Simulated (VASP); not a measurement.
A run of VASP 6.6.1 is set up as follows.

The input INCAR:

```
PREC = Accurate
ENCUT = 520
EDIFF = 1E-6
ISMEAR = -1
SIGMA = 0.05
LREAL = F
LASPH = T
NELM = 60
ALGO = Normal
ISIF = 2
LWAVE = F
LCHARG = T
GGA = PE
LELF = T
LVHAR = T
NBANDS = 16
```

The input KPOINTS:

```
regular mesh
0
Gamma
  12 12 9
```

POSCAR

```
ZrB2
1.0
    3.1649998255      0.0000000000      0.0000000000
   -1.5824999128      2.7409702519      0.0000000000
    0.0000000000      0.0000000000      3.4144000000
Zr B
1 2
Direct
    0.0000000000      0.0000000000      0.0000000000
    0.3333333333      0.6666666667      0.5000000000
    0.6666666667      0.3333333333      0.5000000000
```

Potentials or basis: VASP PAW PBE potentials, release 64 (Zr_sv, B).

The run is started by

```sh
$ cat potpaw_PBE.64/Zr_sv/POTCAR potpaw_PBE.64/B/POTCAR > POTCAR
$ mpirun -np 1 vasp_std > vasp.out
```

**Question.** Predict the pressure.

**Answer.** 10.3 GPa.

**Question.** Estimate the band gap on the k mesh.

**Answer.** Zero (band 9 reaches 11.47 eV, above the bottom of band 10 at 10.53 eV).

Stress tensor (GPa, compression positive):
```
 6.33  0.00  0.00
 0.00  6.33  0.00
 0.00  0.00 18.29
```

Caveat: the cell differs from its parent crystal (zz strain of -3 %).
